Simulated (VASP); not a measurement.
Input of a VASP 6.6.1 run:

POSCAR

```
GaN
1.0
    3.2786438574      0.0000000000      0.0000000000
   -1.6393219287      2.8393888705      0.0000000000
    0.0000000000      0.0000000000      5.3391339861
Ga N
2 2
Direct
    0.3333333333      0.6666666667     -0.0010152176
    0.6666666667      0.3333333333      0.4989847824
    0.3333333333      0.6666666667      0.3760152176
    0.6666666667      0.3333333333      0.8760152176
```

The input INCAR.step1:

```
SYSTEM = GaN
PREC = Accurate
ENCUT = 520
ISMEAR = 0
SIGMA = 0.01
LREAL = .False.
LASPH = .True.
NELM = 60
NBANDS = 26
GGA = PE
ALGO = Normal
EDIFF = 1E-4
LWAVE = .True.
LCHARG = .False.
```

File INCAR.step2:

```
SYSTEM = GaN
PREC = Accurate
ENCUT = 520
EDIFF = 1E-6
ISMEAR = 0
SIGMA = 0.01
LREAL = .False.
LASPH = .True.
NELM = 60
ALGO = Normal
ISIF = 2
LWAVE = .False.
LCHARG = .True.
METAGGA = R2SCAN
LMIXTAU = .True.
LELF = .True.
LVHAR = .True.
NBANDS = 26
ISTART = 1
```

KPOINTS

```
regular mesh
0
Gamma
  12 12 6
  0 0 0
```

Potentials or basis: VASP PAW PBE potentials, release 64 (Ga_d, N).

Run with:

```sh
$ cat potpaw_PBE.64/Ga_d/POTCAR potpaw_PBE.64/N/POTCAR > POTCAR
$ cp INCAR.step1 INCAR
$ mpirun -np 1 vasp_std > vasp.out
$ cp INCAR.step2 INCAR
$ mpirun -np 1 vasp_std > vasp.out
```

(1) Estimate the band gap on the k mesh.

(2) Estimate the pressure.

(3) Estimate the largest force.

## Answers

(1) 1.73 eV.

(2) -13.6 GPa.

(3) 0.006 eV/Å.

Caveat: the cell differs from its parent crystal (strain +3.0%); the cell stands under tension; the PAW data sets were made with another functional, which shifts forces and pressure a little.
